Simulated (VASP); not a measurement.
# Mg4O in VASP: further runs, part 3 of 3

VASP 6.6.1. The steps go on from the part before.

## Step 5: Relaxation of the atoms, PBEsol

File INCAR:

```
ALGO = Normal
DIPOL = 0.5 0.5 0.330
EDIFF = 1E-6
EDIFFG = -0.025
ENCUT = 520
GGA = PS
IBRION = 2
IDIPOL = 3
ISIF = 2
ISMEAR = 0
LASPH = T
LCHARG = F
LDIPOL = T
LREAL = F
LWAVE = F
NELM = 80
NSW = 36
PREC = Accurate
SIGMA = 0.1
```

File KPOINTS:

```
k-points
0
Gamma
  8 5 1
```

File POSCAR:

```
Mg4O
1.0
    3.1881999939      0.0000000000      0.0000000000
    0.0000000000      5.1084658709      0.0000000000
    0.0000000000      0.0000000000     19.1358427726
Mg O
4 1
Selective dynamics
Direct
    0.0000000000      0.7500000000      0.2090318178  F F F
    0.5000000000      0.2500000000      0.2571276385  F F F
    0.5000000000      0.7500000000      0.3576109084  F F F
    0.0000000000      0.2500000000      0.3990335238  F F F
    0.1250000000      0.7500000000      0.4267731866  F F T
```

Potentials or basis: VASP PAW PBE potentials, release 64 (Mg, O).

Command:

```bash
> cat potpaw_PBE.64/Mg/POTCAR potpaw_PBE.64/O/POTCAR > POTCAR
> mpirun -np 1 vasp_std > vasp.out
```

OUTCAR:

```text
EDIFF = 1E-6
   EDIFFG = -0.025
   ENCUT = 520
   GGA = PS
   IBRION = 2
   ISIF = 2
   ISMEAR = 0
   LASPH = T
   LREAL = F
   NELM = 80
   NSW = 36
   PREC = Accurate

 ion  position               nearest neighbor table
   1  0.000  0.750  0.209-   2 3.15   2 3.15   2 3.15   2 3.15   3 3.26   3 3.26
   2  0.500  0.250  0.257-   1 3.15   1 3.15   1 3.15   1 3.15   4 3.15   4 3.15   3 3.20   3 3.20

   3  0.500  0.750  0.358-   5 1.78   5 2.39   4 3.11   4 3.11   4 3.11   4 3.11   2 3.20   2 3.20
                             1 3.26   1 3.26
   4  0.000  0.250  0.399-   5 2.64   5 2.64   3 3.11   3 3.11   3 3.11   3 3.11   2 3.15   2 3.15

   5  0.125  0.750  0.427-   3 1.78   3 2.39   4 2.64   4 2.64

  LATTYP: Found a simple orthorhombic cell.
 ALAT       =     3.1881999939
 B/A-ratio  =     1.6023040840
 C/A-ratio  =     6.0020835610

  Lattice vectors:

 A1 = (   3.1881999939,   0.0000000000,   0.0000000000)
 A2 = (   0.0000000000,   5.1084658709,   0.0000000000)
 A3 = (   0.0000000000,   0.0000000000,  19.1358427726)

Analysis of symmetry for initial positions (statically):
=====================================================================
 Subroutine PRICEL returns:
 Original cell was already a primitive cell.

 Routine SETGRP: Setting up the symmetry group for a
 simple orthorhombic supercell.

[... 262 lines left out ...]

 Free energy of the ion-electron system (eV)
  ---------------------------------------------------
  ext. energy  EPLUGINS =         0.00000000
  ---------------------------------------------------
  free energy    TOTEN  =       -13.23612225 eV

  energy without entropy =      -13.21183590  energy(sigma->0) =      -13.22397908

 E-fermi :  -2.1699     XC(G=0):  -3.5297

 val. band max:       -2.2079875082   @ k =   0.3750   0.4000   0.0000
 cond. band min:      -2.1302891830   @ k =   0.5000   0.2000   0.0000
 fundamental gap:      0.0776983253
 Fermi energy:        -2.1699117692

 k-point     1 :       0.0000    0.0000    0.0000
  band No.  band energies     occupation
      1     -18.7521      2.00000
      2      -7.9975      2.00000
      3      -5.5017      2.00000
      4      -5.2783      2.00000
      5      -4.3000      2.00000
      6      -3.5110      2.00000
      7      -2.5255      2.00000
      8      -2.4167      1.99952
      9      -1.5337      0.00000
     10       0.0319      0.00000
     11       0.5913      0.00000
[... 184 lines left out ...]
  band No.  band energies     occupation
      1     -18.5093      2.00000
      2      -5.5063      2.00000
      3      -5.0120      2.00000
      4      -4.4096      2.00000
      5      -3.5336      2.00000
      6      -3.0563      2.00000
      7      -2.7698      2.00000
      8      -1.9220      0.00046
      9      -0.8522      0.00000
     10      -0.0173      0.00000
     11       0.3408      0.00000

------------------------ aborting loop because EDIFF is reached ----------------------------------------

 vacuum level on the upper side and lower side of the slab       (xc-potential included)         0.468        -0.765

  FORCE on cell =-STRESS in cart. coord.  units (eV):
  Direction    XX          YY          ZZ          XY          YZ          ZX
  --------------------------------------------------------------------------------------
  -------------------------------------------------------------------------------------
  Total        1.1259732     -5.6546806      0.3385434      0.0000000      0.0000000     -3.8562154
  in kB        5.7883530    -29.0693298      1.7403690      0.0000000      0.0000000    -19.8238599
  external PRESSURE =      -7.1802026 kB  Pullay stress =       0.0000000 kB
[... 20 lines left out ...]
  FREE ENERGIE OF THE ION-ELECTRON SYSTEM (eV)
  ---------------------------------------------------
  free  energy   TOTEN  =       -13.2361222548 eV

  energy  without entropy=      -13.2118359027  energy(sigma->0) =      -13.22397908

 reached required accuracy - stopping structural energy minimisation

 vacuum level on the upper side and lower side of the slab         2.644         1.356
```

OSZICAR:

```text
N       E                     dE             d eps       ncg     rms          rms(c)
DAV:   1     0.830182950938E+02    0.83018E+02   -0.40079E+03   330   0.838E+02
DAV:   2     0.101604777161E+02   -0.72858E+02   -0.66488E+02   448   0.136E+02
DAV:   3    -0.161464392558E+02   -0.26307E+02   -0.25619E+02   530   0.874E+01
[... 39 lines left out ...]
DAV:   9    -0.132361157542E+02   -0.42956E-05   -0.62068E-07   282   0.375E-03    0.783E-04
DAV:  10    -0.132361186013E+02   -0.28470E-05   -0.23996E-07   228   0.243E-03    0.375E-04
DAV:  11    -0.132361203073E+02   -0.17061E-05   -0.17603E-07   251   0.172E-03    0.257E-04
DAV:  12    -0.132361217416E+02   -0.14343E-05   -0.10331E-07   228   0.119E-03    0.102E-04
DAV:  13    -0.132361222548E+02   -0.51316E-06   -0.26037E-08   219   0.676E-04
   3 F= -.13236122E+02 E0= -.13223979E+02  d E =-.888892E-02
```

CONTCAR:

```text
Mg4O
   1.00000000000000
     3.1881999939000001    0.0000000000000000    0.0000000000000000
     0.0000000000000000    5.1084658708999999    0.0000000000000000
     0.0000000000000000    0.0000000000000000   19.1358427726000002
  Mg              O
     4     1
Selective dynamics
Direct
     0.0000000000000000    0.7500000000000000    0.2090318178000032   F   F   F
     0.5000000000000000    0.2500000000000000    0.2571276385000019   F   F   F
     0.5000000000000000    0.7500000000000000    0.3576109083999981   F   F   F
     0.0000000000000000    0.2500000000000000    0.3990335238000000   F   F   F
     0.1250000000000000    0.7500000000000000    0.4248461959265154   F   F   T

  0.00000000E+00  0.00000000E+00  0.00000000E+00
  0.00000000E+00  0.00000000E+00  0.00000000E+00
  0.00000000E+00  0.00000000E+00  0.00000000E+00
  0.00000000E+00  0.00000000E+00  0.00000000E+00
  0.00000000E+00  0.00000000E+00  0.00000000E+00
```

Wall time 92 s (1 thread of Intel Xeon 6975P-C (Granite Rapids), shared host); peak memory 0.39 GiB.

Results:

* Free energy: -13.2361 eV
* Energy gained by relaxing: 1.8 meV/atom
* Ionic steps: 3
* Band gap on the k mesh: zero (bands 7 and 8 overlap by 0.74 eV)

Step by step:
| step | energy change (eV) | largest force on free atoms (eV/Å) | pressure (GPa) |
| --- | --- | --- | --- |
| 1 | 0.0000 | 0.4840 | -0.92 |
| 2 | -0.0077 | 0.1775 | -0.79 |
| 3 | -0.0089 | 0.0104 | -0.72 |

Final structure:
```xyz
5
Lattice="3.1882 0.0000 0.0000 0.0000 5.1085 0.0000 0.0000 0.0000 19.1358" Properties=species:S:1:pos:R:3 pbc="T T T"
Mg    0.0000    3.8313    4.0000
Mg    1.5941    1.2771    4.9204
Mg    1.5941    3.8313    6.8432
Mg    0.0000    1.2771    7.6358
O     0.3985    3.8313    8.1298
```

Levels at points of the mesh, in eV from the Fermi level:
```csv
k point,band 3,band 4,band 5,band 6,band 7,band 8,band 9,band 10,band 11
"(0.00, 0.00, 0.00)",-3.33,-3.11,-2.13,-1.34,-0.36,-0.25,0.64,2.20,2.76
"(0.50, 0.00, 0.00)",-2.61,-2.39,-1.91,-1.41,0.23,1.17,2.60,2.87,3.19
```

Caveat: the PAW data sets were made with another functional, which shifts forces and pressure a little.

## Step 6: The runs side by side

```tsv
cell	gap on the mesh (eV)
atoms relaxed, atomic positions A	none
atoms relaxed, atomic positions B	none
atoms relaxed, atomic positions C	none
atoms relaxed, atomic positions D	none
```

Alike in all rows: task relaxation of the atoms; level PBEsol; potentials or basis VASP PAW PBE potentials, release 64 (Mg, O); no spin polarisation; k mesh 8 × 5 × 1; cutoff (eV) 520; smearing gaussian 0.1 eV.

Caveats: the PAW data sets were made with another functional, which shifts forces and pressure a little.

Absolute energies hang on the potentials; compare differences alone.
